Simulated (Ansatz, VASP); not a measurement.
**One calculation of Ga, two programs**

INCAR

```
PREC = Accurate
ENCUT = 500
EDIFF = 1E-6
ISMEAR = -1
SIGMA = 0.1
LREAL = False
LASPH = True
NELM = 120
ALGO = Normal
ISIF = 2
LWAVE = False
LCHARG = False
GGA = PE
NBANDS = 20
GGA_COMPAT = False
```

The input KPOINTS:

```
Automatic mesh
0
Gamma
  13 13 11
```

POSCAR

```
Ga
1.0
    1.4333004750     -4.2326098852     -0.0178771404
    1.4333004750      4.2326098852     -0.0178771404
   -0.1647655581      0.0000000000      3.4211395689
Ga
2
Direct
    0.8668376019      0.1331623981      0.2500000000
    0.1331623981      0.8668376019      0.7500000000
```

Input for Ansatz:

```yaml
crystal:
  lattice:
    - [1.433300475, -4.2326098852, -0.0178771404]
    - [1.433300475, 4.2326098852, -0.0178771404]
    - [-0.1647655581, 0.0, 3.4211395689]
  atoms:
    - { symbol: Ga, position: [0.8668376019, 0.1331623981, 0.25] }
    - { symbol: Ga, position: [0.1331623981, 0.8668376019, 0.75] }
hamiltonian:
  xc: pbe
  pseudopotentials:
    kind: paw
    azcp:
      Ga: "pseudopotentials/Ga.paw.azcp"
basis:
  ecutwfc: 420
  fft_grid_basis: typed
kpoints:
  mp_grid: { grid: [13, 13, 11], shift: [0, 0, 0] }
magnetization:
  spin_polarized: false
scf:
  occupations: { method: fermi_dirac, width: 0.1 }
  lower_state_search: "off"
output:
  stress: true
```

Alike in both runs: task single point; functional PBE; k mesh 13 × 13 × 11; occupations fermi-dirac, width 0.1 eV; no spin polarisation.

|  | VASP | Ansatz |
| --- | --- | --- |
| version | VASP 6.6.1 | Ansatz 0.2.0 |
| potentials or method | VASP PAW PBE potentials, release 64 (Ga_d), cutoff 500 eV | plane waves (420 eV) with PAW, scalar-relativistic |
| valence electrons in the cell | 26 | 26 |

Ansatz gave:

| Quantity | Value |
| --- | --- |
| pressure (GPa) | -3.1 |
| traceless stress, the component that is largest in VASP (GPa) | 0.53 |

Q: Which values does VASP return?

A: Pressure (GPa): -3.1; traceless stress, the component that is largest in VASP (GPa): 0.54.
